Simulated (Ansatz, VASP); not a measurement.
**C: VASP beside Ansatz**

INCAR

```
PREC = Accurate
ENCUT = 520
EDIFF = 1E-6
ISMEAR = 0
SIGMA = 0.15
LREAL = F
LASPH = T
NELM = 80
ALGO = Normal
ISIF = 2
LWAVE = F
LCHARG = F
GGA = PE
IVDW = 12
NBANDS = 11
```

The input KPOINTS:

```
Automatic mesh
0
Gamma
  21 21 12
```

File POSCAR:

```
C
1.0
    2.4851167323      0.0000000000      0.0000000000
   -1.2425583661      2.1521742215      0.0000000000
    0.0000000000      0.0000000000      3.6016171223
C
2
Direct
    0.3380183630      0.6760367259      0.0000000000
    0.6619816370      0.3239632741      0.0000000000
```

Input for Ansatz:

```yaml
crystal:
  lattice:
    - [2.4851167323, 0.0, 0.0]
    - [-1.2425583661, 2.1521742215, 0.0]
    - [0.0, 0.0, 3.6016171223]
  atoms:
    - { symbol: C, position: [0.338018363, 0.6760367259, 0.0] }
    - { symbol: C, position: [0.661981637, 0.3239632741, 0.0] }
basis:
  ecutwfc: 520.0
kpoints:
  mp_grid: { grid: [21, 21, 12] }
hamiltonian:
  xc: pbe
  pseudopotentials: { kind: paw, azcp: { folder: soft_1 } }
  dispersion: d3bj
scf:
  occupations: { method: gaussian, width: 0.15 }
output:
  forces: true
  stress: true
  eigenvalues: true
```

Change from the starting cell: mode 6 frozen in at +0.020 Å, equal normal strain along x, y and z +0.0083.

Alike in both runs: task single point; functional PBE; dispersion D3(BJ); k mesh 21 × 21 × 12; occupations gaussian, width 0.15 eV; no spin polarisation.

|  | VASP | Ansatz |
| --- | --- | --- |
| version | VASP 6.6.1 | Ansatz 0.2.0 |
| potentials or method | VASP PAW PBE potentials, release 64 (C), cutoff 520 eV | scalar-relativistic, plane waves, PAW |
| valence electrons in the cell | 8 | 8 |

|  | VASP | Ansatz | Ansatz less VASP |
| --- | --- | --- | --- |
| gap on the k mesh at the Fermi level (eV) | none | none | - |
| pressure (GPa) | -5.4 | -5.8 | -0.39 |
| traceless stress, the component that is largest in VASP (GPa) | -6.01 | -6.18 | -0.169 |
| rms of the force components (eV/Å) | 1.238 | 1.236 | -0.0025 |

Atom by atom the forces differ by 0.003 eV/Å (rms over components). A gap of «none» marks a metal or a gap that the smearing closes.
